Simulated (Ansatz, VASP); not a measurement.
Two plane-wave programs on Si

```xyz
12
Lattice="0.0000 0.0000 -3.8165 -3.3010 -3.3010 -1.9083 -12.5590 10.3583 1.2722" Properties=species:S:1:pos:R:3 pbc="T T T"
Si   -4.8311    0.5905   -3.9302
Si  -11.4331    7.1926   -0.1137
Si   -8.1321    3.8915   -2.0220
Si   -3.8915    1.5301   -2.0220
Si  -10.4936    8.1321   -2.0220
Si   -7.1926    4.8311   -0.1137
Si   -0.5905    0.5905   -0.1137
Si   -7.1926    7.1926   -0.1137
Si   -3.8915    3.8915   -2.0220
Si   -4.8311    4.8311   -0.1137
Si   -1.5301    1.5301   -2.0220
Si   -8.1321    8.1321   -2.0220
```

Alike in both runs: task single point; functional LDA; k mesh 9 × 7 × 3; occupations gaussian, width 0.03 eV; no spin polarisation.

|  | VASP | Ansatz |
| --- | --- | --- |
| version | VASP 6.6.1 | Ansatz 0.2.0 |
| potentials or method | VASP PAW LDA potentials, release 64 (Si), cutoff 520 eV | scalar-relativistic, plane waves, PAW |
| valence electrons in the cell | 48 | 48 |

|  | VASP | Ansatz | Ansatz less VASP |
| --- | --- | --- | --- |
| gap on the k mesh at the Fermi level (eV) | none | none | - |
| pressure (GPa) | -1.2 | -1.3 | -0.04 |
| traceless stress, the component that is largest in VASP (GPa) | 0.35 | 0.35 | -0.010 |
| rms of the force components (eV/Å) | 0.164 | 0.163 | -0.0004 |

Ansatz warns that its potentials were made for another functional, while VASP's fit it. LDA's correlation is that of Perdew and Zunger in VASP and of Perdew and Wang (1992) in Ansatz. Atom by atom the forces differ by 0.002 eV/Å (rms over components). A gap of «none» marks a metal or a gap that the smearing closes.
